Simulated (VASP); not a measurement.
## PbSe: single point with PBE-based global hybrid with 10 % exact exchange

The system is PbSe.

```
Pb Se
1.0
     0.00000    3.42320    3.42320
     3.42320    0.00000    3.42320
     3.42320    3.42320    0.00000
Pb Se
1 1
Cartesian
  0.0000 0.0000 0.0000
  1.7116 1.7116 1.7116
```

| Quantity | Value |
| --- | --- |
| Program | VASP 6.6.1 |
| Task | single point |
| Functional | PBE-based global hybrid with 10 % exact exchange |
| Potentials or basis | VASP PAW PBE potentials, release 64 (Pb_d, Se) |
| Cutoff | 520 eV |
| k mesh | 4 × 4 × 4 |
| Occupations | gaussian, width 0.01 eV |
| Spin | no spin polarisation |
| Dipole correction | no |
| Grid for exact exchange (PRECFOCK) | Normal |
| Share of exact exchange | 0.1 |
| Further INCAR settings | ALGO = Normal; EDIFF = 1e-06; NBANDS = 17 |

```
Pressure               : 0.4 GPa
Band gap on the k mesh : 1.05 eV (least direct gap 1.61 eV)
```

Levels at points of the mesh, in eV from the valence-band top:
```tsv
k point	band 8	band 9	band 10	band 11	band 12	band 13
(0.00, 0.00, 0.00)	-1.76	-1.76	-1.76	2.59	2.59	2.59
(0.50, 0.00, 0.00)	-2.31	-2.31	-2.10	3.37	3.37	4.17
(0.50, 0.50, 0.00)	-3.04	-3.04	-0.56	1.05	5.45	5.45
```

Run time: 5.9 min on 1 thread of Intel(R) Xeon(R) 6975P-C (Granite Rapids) (shared host), peak memory 0.22 GiB.

Caveat: the PAW data sets were made with another functional, which shifts forces and pressure a little; spin-orbit coupling is left out, which moves the levels of the heavy elements. A k mesh can miss the band edges.
